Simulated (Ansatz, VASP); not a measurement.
**One calculation of HfMo, two programs**

```
CELL_PARAMETERS angstrom
3.34053 0.00000 0.00000
0.00000 3.34053 0.00000
0.00000 0.00000 3.34053
ATOMIC_POSITIONS crystal
Hf 0.00000 0.00000 0.00000
Mo 0.50000 0.50000 0.50000
```

Alike in both runs: task single point; functional PBE; k mesh 6 × 6 × 6; occupations gaussian, width 0.1 eV; no spin polarisation.

```csv
,VASP,Ansatz
version,VASP 6.6.1,Ansatz 0.2.0
potentials or method,"VASP PAW PBE potentials, release 64 (Hf_pv, Mo_sv), cutoff 520 eV","scalar-relativistic, plane waves, PAW"
valence electrons in the cell,24,40
```

VASP gave:

| Item | Value |
| --- | --- |
| gap on the k mesh at the Fermi level (eV) | none |
| pressure (GPa) | -2.8 |

Task: Which values does Ansatz return?

Result: gap on the k mesh at the Fermi level (eV): none; pressure (GPa): -2.4.

A gap of «none» marks a metal or a gap that the smearing closes. VASP's potentials hold 24 valence electrons a cell and Ansatz's 40, so a difference there can come from the potentials and not from the codes.

Spin-orbit coupling is off throughout.
